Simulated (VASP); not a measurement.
# Si2Br (P3_121) in VASP: a series of runs, part 2 of 2

VASP 6.6.1. Earlier steps stand in the parts before.

**3. Single point, PBE**

This run uses another cell than the first one, of 24.69 Å³/atom.

Contents of INCAR:

```
SYSTEM = Si2Br
ALGO = Normal ; EDIFF = 1E-7
ENCUT = 520 ; GGA = PE
ISIF = 2 ; ISMEAR = 0
LASPH = .True. ; LCHARG = .False.
LREAL = .False. ; LWAVE = .False.
NBANDS = 32 ; NELM = 100
PREC = Accurate ; SIGMA = 0.1
```

Contents of KPOINTS:

```
k-points
0
Gamma
  3 3 4
  0 0 0
```

Contents of POSCAR:

```
Si2Br
1.0
    6.1558643735      0.0000000000      0.0000000000
   -3.0779321868      5.3311349297      0.0000000000
    0.0000000000      0.0000000000      6.7723295696
Si Br
6 3
Direct
    0.4150000000      0.2720000000      0.2130000000
    0.7280000000      0.1430000000      0.5463333333
    0.8570000000      0.5850000000      0.8796666667
    0.2720000000      0.4150000000      0.7870000000
    0.1430000000      0.7280000000      0.4536666667
    0.5850000000      0.8570000000      0.1203333333
    0.4650000000      0.0000000000      0.3333333333
    0.0000000000      0.4650000000      0.6666666667
    0.5350000000      0.5350000000      0.0000000000
```

Potentials or basis: VASP PAW PBE potentials, release 64 (Si, Br).

Started as:

```console
cat potpaw_PBE.64/Si/POTCAR potpaw_PBE.64/Br/POTCAR > POTCAR
mpirun -np 1 vasp_std > vasp.out
```

OUTCAR:

```text
SYSTEM = Si2Br
   EDIFF = 1E-7
   ENCUT = 520
   GGA = PE
   ISIF = 2
   ISMEAR = 0
   LASPH = .True.
   LREAL = .False.
   NELM = 100
   PREC = Accurate

 ion  position               nearest neighbor table
   1  0.415  0.272  0.213-   9 2.01   7 2.02
   2  0.728  0.143  0.546-   7 2.01   8 2.02
   3  0.857  0.585  0.880-   8 2.01   9 2.02
   4  0.272  0.415  0.787-   9 2.01   8 2.02
   5  0.143  0.728  0.454-   8 2.01   7 2.02
   6  0.585  0.857  0.120-   7 2.01   9 2.02
   7  0.465  0.000  0.333-   2 2.01   6 2.01   1 2.02   5 2.02
   8  0.000  0.465  0.667-   5 2.01   3 2.01   4 2.02   2 2.02
   9  0.535  0.535  0.000-   4 2.01   1 2.01   3 2.02   6 2.02

  LATTYP: Found a hexagonal cell.
 ALAT       =     6.1558643735
 C/A-ratio  =     1.1001427515

  Lattice vectors:

 A1 = (   6.1558643735,   0.0000000000,   0.0000000000)
 A2 = (  -3.0779321868,   5.3311349297,   0.0000000000)
 A3 = (   0.0000000000,   0.0000000000,   6.7723295696)

Analysis of symmetry for initial positions (statically):
[... 181 lines left out ...]

 k-point     1 :       0.0000    0.0000    0.0000
  band No.  band energies     occupation
      1     -17.3338      2.00000
      2     -16.8459      2.00000
      3     -16.8459      2.00000
      4      -7.5403      2.00000
      5      -7.2949      2.00000
      6      -7.2949      2.00000
[... 339 lines left out ...]
     31       7.7818      0.00000
     32       7.7818      0.00000

------------------------ aborting loop because EDIFF is reached ----------------------------------------

  FORCE on cell =-STRESS in cart. coord.  units (eV):
  Direction    XX          YY          ZZ          XY          YZ          ZX
  --------------------------------------------------------------------------------------
  -------------------------------------------------------------------------------------
  Total       61.3353697     61.3353697     65.3010398     -0.0000000     -0.0000000     -0.0000000
  in kB      442.1552312    442.1552312    470.7430068     -0.0000000     -0.0000000     -0.0000000
  external PRESSURE =     451.6844897 kB  Pullay stress =       0.0000000 kB

 VOLUME and BASIS-vectors are now :
 -----------------------------------------------------------------------------
  energy-cutoff  :      520.00
  volume of cell :      222.25
      direct lattice vectors                 reciprocal lattice vectors
     6.155864374  0.000000000  0.000000000     0.162446724  0.093788660  0.000000000
    -3.077932187  5.331134930  0.000000000     0.000000000  0.187577319  0.000000000
     0.000000000  0.000000000  6.772329570     0.000000000  0.000000000  0.147659677

 POSITION                                       TOTAL-FORCE (eV/Angst)
 -----------------------------------------------------------------------------------
      1.71749      1.45007      1.44251        -4.455541      0.196369      2.989860
      4.04132      0.76235      3.69995         2.057710     -3.956797      2.989860
      3.47499      3.11871      5.95739         2.397831      3.760427      2.989860
      0.39705      2.21242      5.32982         2.397831     -3.760427     -2.989860
     -1.36045      3.88107      3.07238        -4.455541     -0.196369     -2.989860
      0.96339      4.56878      0.81494         2.057710      3.956797     -2.989860
      2.86248      0.00000      2.25744        -0.612455      0.000000     -0.000000
     -1.43124      2.47898      4.51489         0.306227     -0.530401      0.000000
      1.64669      2.85216      0.00000         0.306227      0.530401      0.000000
 -----------------------------------------------------------------------------------
    total drift:                                0.000002      0.000002      0.000000

  FREE ENERGIE OF THE ION-ELECTRON SYSTEM (eV)
  ---------------------------------------------------
  free  energy   TOTEN  =        -1.1127712038 eV

  energy  without entropy=       -1.0694070685  energy(sigma->0) =       -1.09108914
```

OSZICAR:

```text
N       E                     dE             d eps       ncg     rms          rms(c)
DAV:   1     0.263836161676E+03    0.26384E+03   -0.17808E+04   640   0.115E+03
DAV:   2     0.206855314666E+02   -0.24315E+03   -0.23449E+03   840   0.206E+02
DAV:   3    -0.128572262320E+01   -0.21971E+02   -0.21270E+02   832   0.622E+01
DAV:   4    -0.181141284974E+01   -0.52569E+00   -0.52360E+00   760   0.112E+01
DAV:   5    -0.182555990252E+01   -0.14147E-01   -0.14143E-01   856   0.170E+00    0.510E+01
DAV:   6    -0.124633402875E+01    0.57923E+00   -0.78865E-01   744   0.332E+00    0.312E+01
DAV:   7    -0.113549356041E+01    0.11084E+00   -0.68504E-01   760   0.309E+00    0.322E+00
DAV:   8    -0.111359803157E+01    0.21896E-01   -0.11139E-01   720   0.137E+00    0.103E+00
DAV:   9    -0.111278401479E+01    0.81402E-03   -0.12370E-02   800   0.451E-01    0.184E-01
DAV:  10    -0.111273391200E+01    0.50103E-04   -0.31561E-04   776   0.816E-02    0.132E-01
DAV:  11    -0.111276349128E+01   -0.29579E-04   -0.36190E-05   808   0.281E-02    0.240E-02
DAV:  12    -0.111277007073E+01   -0.65795E-05   -0.90450E-06   768   0.136E-02    0.325E-02
DAV:  13    -0.111277095489E+01   -0.88416E-06   -0.68281E-07   800   0.345E-03    0.128E-02
DAV:  14    -0.111277123025E+01   -0.27537E-06   -0.52671E-07   752   0.276E-03    0.460E-03
DAV:  15    -0.111277120382E+01    0.26434E-07   -0.58651E-08   472   0.111E-03
   1 F= -.11127712E+01 E0= -.10910891E+01  d E =-.433641E-01
```

stdout:

```text
POSCAR found type information on POSCAR SiBr
 POSCAR found :  2 types and       9 ions
 scaLAPACK will be used
 LDA part: xc-table for (Slater+PW92), standard interpolation
 POSCAR, INCAR and KPOINTS ok, starting setup
 FFT: planning ... GRIDC
 FFT: planning ... GRID_SOFT
 FFT: planning ... GRID
 WAVECAR not read
 entering main loop
```

It took 40 s on 1 thread of Intel Xeon 6975P-C (Granite Rapids), shared host; peak memory 0.34 GiB.

Results:

```
Free energy            : -1.1128 eV
Pressure               : 45.2 GPa
Largest force          : 5.369 eV/Å
Band gap on the k mesh : zero (an odd number of electrons rules out a gap without spin polarisation)
```

Forces in eV/Å, atoms in the order of the input:
```
Si  -4.456  0.196  2.990
Si   2.058 -3.957  2.990
Si   2.398  3.760  2.990
Si   2.398 -3.760 -2.990
Si  -4.456 -0.196 -2.990
Si   2.058  3.957 -2.990
Br  -0.612  0.000  0.000
Br   0.306 -0.530  0.000
Br   0.306  0.530  0.000
```

Caveat: the k points lie up to 0.39 Å⁻¹ apart, too coarse for converged energies and pressures of a metal; an odd number of electrons without spin polarisation forces a metal; a magnetic or distorted state may lie lower.

**4. Single point, PBE**

Contents of INCAR:

```
ALGO     = Normal         # electronic algorithm
EDIFF    = 1E-6           # SCF threshold, eV
ENCUT    = 520            # plane-wave cutoff, eV
GGA      = PE             # functional
ISIF     = 2              # what is computed and relaxed
ISMEAR   = 0              # smearing method
LASPH    = True           # aspherical terms in the spheres
LCHARG   = False          # write CHGCAR
LREAL    = False          # projectors in reciprocal space
LWAVE    = False          # write WAVECAR
NBANDS   = 32             # bands
NELM     = 80             # most SCF steps
PREC     = Accurate       # precision mode
SIGMA    = 0.1            # smearing width, eV
```

Contents of KPOINTS:

```
k-points
0
Gamma
  3 3 4
```

Contents of POSCAR:

```
Si2Br
1.0
    7.2733949397      0.0000000000      0.0000000000
   -3.6366974699      6.2989447895      0.0000000000
    0.0000000000      0.0000000000      5.8406344443
Si Br
6 3
Direct
    0.1372204323      0.2072372853      0.3138421310
    0.7927627147     -0.0700168530      0.6471754643
    1.0700168530      0.8627795677      0.9805087976
    0.2072372853      0.1372204323      0.6861578690
   -0.0700168530      0.7927627147      0.3528245357
    0.8627795677      1.0700168530      0.0194912024
    0.5826637555      0.0000000000      0.3333333333
    0.0000000000      0.5826637555      0.6666666667
    0.4173362445      0.4173362445      0.0000000000
```

Started as:

```console
cat potpaw_PBE.64/Si/POTCAR potpaw_PBE.64/Br/POTCAR > POTCAR
mpirun -np 1 vasp_std > vasp.out
```

Wall time 49 s (1 thread of Intel Xeon 6975P-C (Granite Rapids), shared host); peak memory 0.36 GiB.

The run converged. Its results:

```yaml
Free_energy: -34.0921 eV
Pressure: 0.2 GPa
Largest_force: 0.012 eV/Å
Band_gap_on_the_k_mesh: zero (an odd number of electrons rules out a gap without spin polarisation)
```

Forces on the atoms (eV/Å):
```
Si   0.003  0.003  0.011
Si  -0.004  0.001  0.011
Si   0.002 -0.004  0.011
Si   0.002  0.004 -0.011
Si   0.003 -0.003 -0.011
Si  -0.004 -0.001 -0.011
Br   0.007  0.000  0.000
Br  -0.004  0.006  0.000
Br  -0.004 -0.006  0.000
```

Stress tensor (GPa, compression positive):
```
0.31 0.00 0.00
0.00 0.31 0.00
0.00 0.00 0.01
```

Levels at points of the mesh, in eV from the Fermi level:
```
           k point  band 19  band 20  band 21  band 22  band 23  band 24  band 25  band 26
(0.00, 0.00, 0.00)    -1.69    -1.67    -1.66    -1.66     0.38     0.38     1.66     1.66
(0.00, 0.00, 0.50)    -2.53    -1.22    -1.21    -1.21     0.83     0.85     0.85     1.28
```

Caveat: an odd number of electrons without spin polarisation forces a metal; a magnetic or distorted state may lie lower.

**5. Overview**

```csv
task,cell,k mesh,cutoff (eV),gap on the mesh (eV),pressure (GPa),largest force (eV/Å)
relaxation of cell and atoms,"relaxed from a = 7.273, b = 7.273, c = 5.841 Å, angles 90.0, 90.0, 120.0°, 9 atoms, atomic positions A",6 × 6 × 6,600,none,0.0,0.01
single point,"a = 6.156, b = 6.156, c = 6.772 Å, angles 90.0, 90.0, 120.0°, 9 atoms, atomic positions B",3 × 3 × 4,520,none,45.2,5.37
single point,"a = 7.273, b = 7.273, c = 5.841 Å, angles 90.0, 90.0, 120.0°, 9 atoms, atomic positions A",3 × 3 × 4,520,none,0.2,0.01
```

Alike in all rows: level PBE; potentials or basis VASP PAW PBE potentials, release 64 (Si, Br); no spin polarisation; smearing gaussian 0.1 eV.

Caveats: some runs use coarse meshes; an odd number of electrons without spin polarisation forces a metal; a magnetic or distorted state may lie lower.

Absolute energies hang on the potentials; compare differences alone.
